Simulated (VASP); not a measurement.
# Cd (P6_3/mmc) in VASP: notebook, part 2 of 2

VASP 6.6.1.

### 5 Single point, PBEsol

This run uses another cell than the first one, of 21.00 Å³/atom.

File INCAR:

```
ALGO = Normal ; EDIFF = 1E-6
ENCUT = 500 ; GGA = PS
GGA_COMPAT = False ; ISIF = 2
ISMEAR = -1 ; LASPH = True
LCHARG = False ; LREAL = False
LWAVE = False ; NBANDS = 19
NELM = 120 ; PREC = Accurate
SIGMA = 0.1
```

File KPOINTS:

```
k-points
0
Gamma
  18 18 8
```

File POSCAR:

```
Cd
1.0
    2.9565523182      0.0000000000      0.0000000000
   -1.4782761591      2.5604494152      0.0000000000
    0.0000000000      0.0000000000      5.5486789832
Cd
2
Direct
    0.3333333333      0.6666666667      0.2500000000
    0.6666666667      0.3333333333      0.7500000000
```

Potentials or basis: VASP PAW PBE potentials, release 64 (Cd).

Started as:

```
$ cat potpaw_PBE.64/Cd/POTCAR > POTCAR
$ mpirun -np 1 vasp_std > vasp.out
```

OUTCAR:

```text
EDIFF = 1E-6
   ENCUT = 500
   GGA = PS
   ISIF = 2
   ISMEAR = -1
   LASPH = True
   LREAL = False
   NELM = 120
   PREC = Accurate

 ion  position               nearest neighbor table
   1  0.333  0.667  0.250-   2 3.26   2 3.26   2 3.26   2 3.26   2 3.26   2 3.26
   2  0.667  0.333  0.750-   1 3.26   1 3.26   1 3.26   1 3.26   1 3.26   1 3.26

  LATTYP: Found a hexagonal cell.
 ALAT       =     2.9565523182
 C/A-ratio  =     1.8767396569

  Lattice vectors:

 A1 = (   2.9565523182,   0.0000000000,   0.0000000000)
 A2 = (  -1.4782761591,   2.5604494152,   0.0000000000)
 A3 = (   0.0000000000,   0.0000000000,   5.5486789832)

Analysis of symmetry for initial positions (statically):
=====================================================================
 Subroutine PRICEL returns:
 Original cell was already a primitive cell.

 Routine SETGRP: Setting up the symmetry group for a
 hexagonal supercell.

 Subroutine GETGRP returns: Found 24 space group operations
 (whereof 12 operations were pure point group operations)
 out of a pool of 24 trial point group operations.

The static configuration has the point symmetry D_3d.
 The point group associated with its full space group is D_6h.

Analysis of symmetry for dynamics (positions and initial velocities):
=====================================================================
 Subroutine PRICEL returns:
 Original cell was already a primitive cell.

 Routine SETGRP: Setting up the symmetry group for a
 hexagonal supercell.

 Subroutine GETGRP returns: Found 24 space group operations
 (whereof 12 operations were pure point group operations)
 out of a pool of 24 trial point group operations.

The dynamic configuration has the point symmetry D_3d.
 The point group associated with its full space group is D_6h.

 Subroutine INISYM returns: Found 24 space group operations
[... 105 lines left out ...]
   POTIM  = 0.5000    time-step for ionic-motion
   TEBEG  =    0.0;   TEEND  =   0.0 temperature during run
   PSTRESS=    0.0 pullay stress
   NELECT =      24.0000    total number of electrons
   NUPDOWN=      -1.0000    fix difference up-down
   EMIN   =  10.00;   EMAX   =-10.00  energy-range for DOS
   EFERMI =   0.00;   METHOD = LEGACY
   ISMEAR =    -1;   SIGMA  =   0.10  broadening in eV -4-tet -1-fermi 0-gaus
   EFERMI_NEDOS =   21; number of points for ismear=-14 and -15
   IALGO  =     38    algorithm
   IMIX   =      4    mixing-type and parameters
     AMIX     =   0.40;   BMIX     =  1.00
     AMIX_MAG =   1.60;   BMIX_MAG =  1.00
  volume/ion in A,a.u.               =      21.00       141.73
  Fermi-wavevector in a.u.,A,eV,Ry     =   1.358464  2.567125 25.108522  1.845424
  Thomas-Fermi vector in A             =   2.485295
   LORBIT       =      0    0 simple, 1 ext, 2 COOP (PROOUT), +10 PAW based schemes
   GGA     = PS    functional components
   LHFCALC =     F    Hartree Fock is set to
   AEXX    =    0.0000 exact exchange contribution
   IVDW    =     0    specifies the selected vdW correction
   LEPSILON=     F    determine dielectric tensor
   LRPA    =     F    only Hartree local field effects (RPA)
 non-spin polarized calculation
  energy-cutoff  :      500.00
  volume of cell :       42.00
 maximum number of plane-waves:      1094
 NGX is ok and might be reduce to    24
   NGX = 11   NGY = 11   NGZ = 21

 number of electron      24.0000012 magnetization

 Free energy of the ion-electron system (eV)
  ---------------------------------------------------
  ext. energy  EPLUGINS =         0.00000000
  ---------------------------------------------------
  free energy    TOTEN  =        -2.40837474 eV

  energy without entropy =       -2.39170383  energy(sigma->0) =       -2.40003928

 E-fermi :   3.0763     XC(G=0): -11.3581

 val. band max:        3.0742584345   @ k =   0.3333   0.3333   0.1250
 cond. band min:       3.1109337553   @ k =   0.5000   0.0000   0.5000
 fundamental gap:      0.0366753208
 Fermi energy:         3.0763350534

 k-point     1 :       0.0000    0.0000    0.0000
  band No.  band energies     occupation
      1      -6.9649      2.00000
      2      -6.6772      2.00000
      3      -6.2730      2.00000
      4      -6.2730      2.00000
      5      -6.2164      2.00000
      6      -6.2164      2.00000
[... 505 lines left out ...]
      6      -5.9407      2.00000
[... 11 lines left out ...]
     18      14.1774      0.00000
     19      14.9032      0.00000

 [... further k-points ...]
[... 5 lines left out ...]
  --------------------------------------------------------------------------------------
  -------------------------------------------------------------------------------------
  Total        0.1221219      0.1221219      0.0618159      0.0000000     -0.0000000      0.0000000
  in kB        4.6581433      4.6581433      2.3578662      0.0000000     -0.0000000      0.0000000
  external PRESSURE =       3.8913843 kB  Pullay stress =       0.0000000 kB

 VOLUME and BASIS-vectors are now :
 -----------------------------------------------------------------------------
  energy-cutoff  :      500.00
  volume of cell :       42.00
      direct lattice vectors                 reciprocal lattice vectors
     2.956552318  0.000000000  0.000000000     0.338231796  0.195278218  0.000000000
    -1.478276159  2.560449415  0.000000000     0.000000000  0.390556437  0.000000000
     0.000000000  0.000000000  5.548678983     0.000000000  0.000000000  0.180223077

 POSITION                                       TOTAL-FORCE (eV/Angst)
 -----------------------------------------------------------------------------------
     -0.00000      1.70697      1.38717         0.000000      0.000000      0.000000
      1.47828      0.85348      4.16151        -0.000000     -0.000000      0.000000
 -----------------------------------------------------------------------------------
    total drift:                               -0.000000      0.000000     -0.000000

  FREE ENERGIE OF THE ION-ELECTRON SYSTEM (eV)
  ---------------------------------------------------
  free  energy   TOTEN  =        -2.4083747400 eV

  energy  without entropy=       -2.3917038270  energy(sigma->0) =       -2.40003928
```

OSZICAR:

```text
N       E                     dE             d eps       ncg     rms          rms(c)
DAV:   1     0.172481661559E+03    0.17248E+03   -0.12904E+04  7030   0.125E+03
DAV:   2     0.133579130864E+01   -0.17115E+03   -0.16505E+03  7327   0.330E+02
DAV:   3    -0.258680981613E+01   -0.39226E+01   -0.39155E+01  8009   0.573E+01
DAV:   4    -0.259342207669E+01   -0.66123E-02   -0.66119E-02  7719   0.222E+00
DAV:   5    -0.259344177303E+01   -0.19696E-04   -0.19696E-04  7767   0.119E-01    0.472E+00
DAV:   6    -0.242238062817E+01    0.17106E+00   -0.39542E-01  7685   0.779E+00    0.374E+00
DAV:   7    -0.241016252824E+01    0.12218E-01   -0.31818E-02  7752   0.167E+00    0.198E+00
DAV:   8    -0.240833946055E+01    0.18231E-02   -0.33977E-03  7432   0.722E-01    0.974E-02
DAV:   9    -0.240835374983E+01   -0.14289E-04   -0.23966E-05  7870   0.524E-02    0.442E-02
DAV:  10    -0.240837482595E+01   -0.21076E-04   -0.14879E-05  7526   0.408E-02    0.360E-03
DAV:  11    -0.240837474004E+01    0.85914E-07   -0.11840E-07  4038   0.341E-03
   1 F= -.24083747E+01 E0= -.24000393E+01  d E =-.166709E-01
```

stdout:

```text
POSCAR found type information on POSCAR Cd
 POSCAR found :  1 types and       2 ions
 scaLAPACK will be used
 -----------------------------------------------------------------------------
|                                                                             |
|                                                                             |
|     You enforced a specific xc type in the INCAR file but a different       |
|     I HOPE YOU KNOW WHAT YOU ARE DOING!                                     |
|                                                                             |
 -----------------------------------------------------------------------------

 LDA part: xc-table for (Slater+PW92), standard interpolation
 POSCAR, INCAR and KPOINTS ok, starting setup
 FFT: planning ... GRIDC
 FFT: planning ... GRID_SOFT
 FFT: planning ... GRID
 WAVECAR not read
 entering main loop
```

Run time: 41 s. Hardware: 1 thread of Intel Xeon 6975P-C (Granite Rapids), shared host; peak memory 0.23 GiB.

Results:

- Free energy: -2.4084 eV
- Pressure: 0.4 GPa
- Band gap on the k mesh: zero (bands 12 and 13 overlap by 4.48 eV)

Stress tensor (GPa, compression positive):
```
0.47 0.00 0.00
0.00 0.47 0.00
0.00 0.00 0.24
```

Caveat: the PAW data sets were made with another functional, which shifts forces and pressure a little.

### 6 Summary

```tsv
cell	gap on the mesh (eV)	pressure (GPa)
a = 2.930, b = 2.930, c = 5.306 Å, angles 90.0, 90.0, 120.0°, 2 atoms	none	4.5
a = 2.946, b = 2.946, c = 5.398 Å, angles 90.0, 90.0, 120.0°, 2 atoms	none	2.5
a = 2.952, b = 2.952, c = 5.461 Å, angles 90.0, 90.0, 120.0°, 2 atoms	none	1.4
a = 2.957, b = 2.957, c = 5.549 Å, angles 90.0, 90.0, 120.0°, 2 atoms	none	0.4
```

Alike in all rows: task single point; level PBEsol; potentials or basis VASP PAW PBE potentials, release 64 (Cd); no spin polarisation; k mesh 18 × 18 × 8; cutoff (eV) 500; smearing fermi-dirac 0.1 eV.

Caveats: the PAW data sets were made with another functional, which shifts forces and pressure a little; the cell stands under pressure (at least some runs).

Absolute energies hang on the potentials; compare differences alone.
